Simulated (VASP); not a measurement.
# BN in VASP: notebook

The runs below take BN through single point, with PBE.

Everything below comes from runs of VASP 6.6.1. Logs are shortened: lines on timing, memory, paths and dates and some standing lists are left out, and cuts for length are marked.

## Step 1: The cell of the first run

The structure is orthorhombic, space group Imm2 (No. 44). The conventional cell has a = 2.275 Å, b = 2.851 Å, c = 3.625 Å, α = 90.00°, β = 90.00°, γ = 90.00°. Within 1.9 Å of B (site symmetry mm2) lie 4 N at 1.45 to 1.69 Å. N (site symmetry mm2) has 4 B at 1.45 to 1.69 Å within 1.9 Å.

## Step 2: Single point, PBE (engineering shear strain xz -0.2250, normal strain along z +0.0000)

Contents of INCAR:

```
  ALGO = Normal
  EDIFF = 1E-6
  ENCUT = 520
  GGA = PE
  ISIF = 2
  ISMEAR = 0
  LASPH = True
  LCHARG = False
  LREAL = False
  LWAVE = False
  NBANDS = 11
  NELM = 100
  PREC = Accurate
  SIGMA = 0.05
```

Contents of KPOINTS:

```
k-points
0
Gamma
  12 12 12
```

Contents of POSCAR:

```
BN
1.0
   -0.2038943003      1.8123937807      1.8123937807
    1.8123937807     -0.2038943003      1.8123937807
    1.6084994804      1.6084994804      0.0000000000
B N
1 1
Direct
    0.0000000000      0.0000000000      0.0000000000
    0.7500000000      0.7500000000      0.7500000000
```

Potentials or basis: VASP PAW PBE potentials, release 64 (B, N).

Run with:

```sh
$ cat potpaw_PBE.64/B/POTCAR potpaw_PBE.64/N/POTCAR > POTCAR
$ mpirun -np 1 vasp_std > vasp.out
```

OUTCAR:

```text
EDIFF = 1E-6
   ENCUT = 520
   GGA = PE
   ISIF = 2
   ISMEAR = 0
   LASPH = True
   LREAL = False
   NELM = 100
   PREC = Accurate

 ion  position               nearest neighbor table
   1  0.000  0.000  0.000-   2 1.45   2 1.45   2 1.69   2 1.69
   2  0.750  0.750  0.750-   1 1.45   1 1.45   1 1.69   1 1.69

  LATTYP: Found a body centered orthorhombic cell.
 ALAT       =     2.2747617803
 B/A-ratio  =     1.2535211267
 C/A-ratio  =     1.5934800703

  Lattice vectors:

 A1 = (   0.2038943003,  -1.8123937807,  -1.8123937807)
 A2 = (  -0.2038943003,   1.8123937807,  -1.8123937807)
 A3 = (   1.8123937807,  -0.2038943003,   1.8123937807)

Analysis of symmetry for initial positions (statically):
=====================================================================
 Subroutine PRICEL returns:
 Original cell was already a primitive cell.

 Routine SETGRP: Setting up the symmetry group for a
 body centered orthorhombic supercell.

 Subroutine GETGRP returns: Found  4 space group operations
 (whereof  4 operations were pure point group operations)
 out of a pool of  8 trial point group operations.

The static configuration has the point symmetry C_2v.

Analysis of symmetry for dynamics (positions and initial velocities):
=====================================================================
 Subroutine PRICEL returns:
 Original cell was already a primitive cell.

 Routine SETGRP: Setting up the symmetry group for a
 body centered orthorhombic supercell.

 Subroutine GETGRP returns: Found  4 space group operations
 (whereof  4 operations were pure point group operations)
 out of a pool of  8 trial point group operations.

The dynamic configuration has the point symmetry C_2v.

 Subroutine INISYM returns: Found  4 space group operations
 (whereof  4 operations are pure point group operations),
 and found     1 'primitive' translations

----------------------------------------------------------------------------------------

                                     Primitive cell

  volume of cell :      11.7559

  direct lattice vectors                    reciprocal lattice vectors
    -0.203894300  1.812393781  1.812393781    -0.247980437  0.247980437  0.275878236
     1.812393781 -0.203894300  1.812393781     0.247980437 -0.247980437  0.275878236
     1.608499480  1.608499480  0.000000000     0.310848717  0.310848717 -0.275878236

  length of vectors
     2.571208922  2.571208922  2.274761780     0.446203312  0.446203312  0.519001591

  position of ions in fractional coordinates (direct lattice)
     0.000000000  0.000000000  0.000000000
     0.750000000  0.750000000  0.750000000

[... 86 lines left out ...]
   PSTRESS=    0.0 pullay stress
   NELECT =       8.0000    total number of electrons
   NUPDOWN=      -1.0000    fix difference up-down
   EMIN   =  10.00;   EMAX   =-10.00  energy-range for DOS
   EFERMI =   0.00;   METHOD = LEGACY
   ISMEAR =     0;   SIGMA  =   0.05  broadening in eV -4-tet -1-fermi 0-gaus
   EFERMI_NEDOS =   21; number of points for ismear=-14 and -15
   IALGO  =     38    algorithm
   IMIX   =      4    mixing-type and parameters
     AMIX     =   0.40;   BMIX     =  1.00
     AMIX_MAG =   1.60;   BMIX_MAG =  1.00
  volume/ion in A,a.u.               =       5.88        39.67
  Fermi-wavevector in a.u.,A,eV,Ry     =   1.439968  2.721145 28.211782  2.073507
  Thomas-Fermi vector in A             =   2.558764
   LORBIT       =      0    0 simple, 1 ext, 2 COOP (PROOUT), +10 PAW based schemes
   GGA     = PE    functional components
   LHFCALC =     F    Hartree Fock is set to
   AEXX    =    0.0000 exact exchange contribution
   IVDW    =     0    specifies the selected vdW correction
   LEPSILON=     F    determine dielectric tensor
   LRPA    =     F    only Hartree local field effects (RPA)
 non-spin polarized calculation
 Gauss-broadening in eV      SIGMA  =   0.05
  energy-cutoff  :      520.00
  volume of cell :       11.76
 maximum number of plane-waves:       328
   NGX =  9   NGY =  9   NGZ =  9

 number of electron       8.0000000 magnetization

 Free energy of the ion-electron system (eV)
  ---------------------------------------------------
  ext. energy  EPLUGINS =         0.00000000
  ---------------------------------------------------
  free energy    TOTEN  =       -16.57407544 eV

  energy without entropy =      -16.57407544  energy(sigma->0) =      -16.57407544

 E-fermi :   8.5222     XC(G=0): -12.8286

 val. band max:        8.2012406924   @ k =   0.0000   0.0000   0.0000
 cond. band min:      10.0564949314   @ k =   0.5000   0.5000   0.0000
 fundamental gap:      1.8552542390
 Fermi energy:         8.5221977227

 k-point     1 :       0.0000    0.0000    0.0000
  band No.  band energies     occupation
      1     -12.9583      2.00000
      2       6.8765      2.00000
      3       7.0402      2.00000
      4       8.2012      2.00000
      5      12.6887      0.00000
      6      13.5997      0.00000
      7      19.7325      0.00000
      8      22.1275      0.00000
      9      32.1586      0.00000
     10      34.9087      0.00000
     11      35.2204      0.00000
[... 309 lines left out ...]
 k-point    24 :      -0.4167    0.1667    0.0000
  band No.  band energies     occupation
      1      -9.3730      2.00000
      2      -2.7763      2.00000
      3       3.5032      2.00000
      4       6.3791      2.00000
      5      16.8473      0.00000
      6      20.6221      0.00000
      7      22.2436      0.00000
      8      22.6743      0.00000
      9      27.4471      0.00000
     10      33.5913      0.00000
     11      36.6045      0.00000

 [... further k-points ...]

------------------------ aborting loop because EDIFF is reached ----------------------------------------

  FORCE on cell =-STRESS in cart. coord.  units (eV):
  Direction    XX          YY          ZZ          XY          YZ          ZX
  --------------------------------------------------------------------------------------
  -------------------------------------------------------------------------------------
  Total        2.3665804      2.3665804      0.5469230      7.7727069      0.0000000      0.0000000
  in kB      322.5342079    322.5342079     74.5385126   1059.3191131      0.0000000      0.0000000
  external PRESSURE =     239.8689761 kB  Pullay stress =       0.0000000 kB

 VOLUME and BASIS-vectors are now :
 -----------------------------------------------------------------------------
  energy-cutoff  :      520.00
  volume of cell :       11.76
      direct lattice vectors                 reciprocal lattice vectors
    -0.203894300  1.812393781  1.812393781    -0.247980437  0.247980437  0.275878236
     1.812393781 -0.203894300  1.812393781     0.247980437 -0.247980437  0.275878236
     1.608499480  1.608499480  0.000000000     0.310848717  0.310848717 -0.275878236

 POSITION                                       TOTAL-FORCE (eV/Angst)
 -----------------------------------------------------------------------------------
      0.00000      0.00000      0.00000         0.000000      0.000000      0.545153
      2.41275      2.41275      2.71859        -0.000000     -0.000000     -0.545153
 -----------------------------------------------------------------------------------
    total drift:                                0.000002      0.000002     -0.000345

  FREE ENERGIE OF THE ION-ELECTRON SYSTEM (eV)
  ---------------------------------------------------
  free  energy   TOTEN  =       -16.5740754413 eV

  energy  without entropy=      -16.5740754413  energy(sigma->0) =      -16.57407544
```

Wall time 16 s (1 thread of Intel Xeon Platinum 8488C (Sapphire Rapids), shared host); peak memory 0.14 GiB.

What came out:

* Free energy: -16.5741 eV
* Pressure: 24.0 GPa
* Largest force: 0.545 eV/Å
* Band gap on the k mesh: 1.86 eV (least direct gap 4.49 eV)

Forces on the atoms (eV/Å):
```
B    0.000  0.000  0.545
N    0.000  0.000 -0.545
```

Levels at points of the mesh, in eV from the valence-band top:
```tsv
k point	band 2	band 3	band 4	band 5	band 6	band 7
(0.00, 0.00, 0.00)	-1.32	-1.16	0.00	4.49	5.40	11.53
(0.50, 0.00, 0.00)	-11.73	-2.01	-1.45	7.22	12.60	12.96
(0.50, 0.50, 0.00)	-9.70	-7.52	-3.25	1.86	11.76	17.04
(0.00, 0.00, 0.50)	-11.15	-3.79	-2.97	7.06	7.96	11.05
(0.50, 0.00, 0.50)	-9.84	-5.50	-5.27	3.79	8.64	14.65
```

Caveat: the cell differs from its parent crystal (engineering shear strain xz -0.2250, normal strain along z +0.0000); the cell stands under pressure. A k mesh can miss the band edges.

## Step 3: Single point, PBE (engineering shear strain xz -0.3000, normal strain along z -0.0700)

Contents of INCAR:

```
SYSTEM = BN
PREC     = Accurate       ! precision mode
ENCUT    = 520            ! plane-wave cutoff, eV
EDIFF    = 1E-6           ! SCF threshold, eV
ISMEAR   = 0              ! smearing method
SIGMA    = 0.05           ! smearing width, eV
LREAL    = .FALSE.        ! projectors in reciprocal space
LASPH    = .TRUE.         ! aspherical terms in the spheres
NELM     = 100            ! most SCF steps
ALGO     = Normal         ! electronic algorithm
ISIF     = 2              ! what is computed and relaxed
LWAVE    = .FALSE.        ! write WAVECAR
LCHARG   = .FALSE.        ! write CHGCAR
GGA      = PE             ! functional
NBANDS   = 11             ! bands
```

Contents of KPOINTS:

```
regular mesh
0
G
  12 12 12
  0 0 0
```

Contents of POSCAR:

```
BN
1.0
   -0.2718590671      1.6855262161      1.8123937807
    1.8123937807     -0.2718590671      1.8123937807
    1.5405347136      1.4136671489      0.0000000000
B N
1 1
Direct
    0.0000000000      0.0000000000      0.0000000000
    0.7500000000      0.7500000000      0.7500000000
```

Potentials or basis: VASP PAW PBE potentials, release 64 (B, N).

Run with:

```sh
$ cat potpaw_PBE.64/B/POTCAR potpaw_PBE.64/N/POTCAR > POTCAR
$ mpirun -np 1 vasp_std > vasp.out
```

Wall time 24 s (1 thread of Intel Xeon Platinum 8488C (Sapphire Rapids), shared host); peak memory 0.16 GiB.

It converged, with:

```yaml
Free_energy: -15.2348 eV
Pressure: 85.6 GPa
Largest_force: 2.082 eV/Å
Band_gap_on_the_k_mesh: 0.04 eV (least direct gap 2.40 eV)
```

Forces in eV/Å, atoms in the order of the input:
```
B    0.000  0.000  2.082
N    0.000  0.000 -2.082
```

Stress tensor (GPa, compression positive):
```
 94.73 188.81   0.00
188.81 123.78   0.00
  0.00   0.00  38.22
```

Levels at points of the mesh, in eV from the valence-band top:
```
           k point  band 1  band 2  band 3  band 4  band 5  band 6  band 7  band 8
(0.00, 0.00, 0.00)  -23.36   -3.21   -2.72    0.00    2.40    3.42   12.92   16.20
(0.50, 0.00, 0.00)  -20.13  -13.79   -3.64   -1.21    4.93   12.31   14.13   17.14
(0.50, 0.50, 0.00)  -18.26  -11.76   -9.60   -2.70    0.04   14.50   16.75   18.41
(0.00, 0.00, 0.50)  -17.20  -12.73   -5.83   -3.72    5.42    8.03    9.97   14.42
(0.50, 0.00, 0.50)  -16.22  -11.14   -7.38   -6.78    2.06    7.11   13.77   14.99
(0.00, 0.50, 0.50)  -17.10  -11.95   -6.33   -5.99    3.48    8.92   13.42   14.56
```

Caveat: the cell differs from its parent crystal (engineering shear strain xz -0.3000, normal strain along z -0.0700); the cell stands under pressure; forces of over 1 eV/Å act on the atoms, so gaps and moduli don't describe the material at rest.
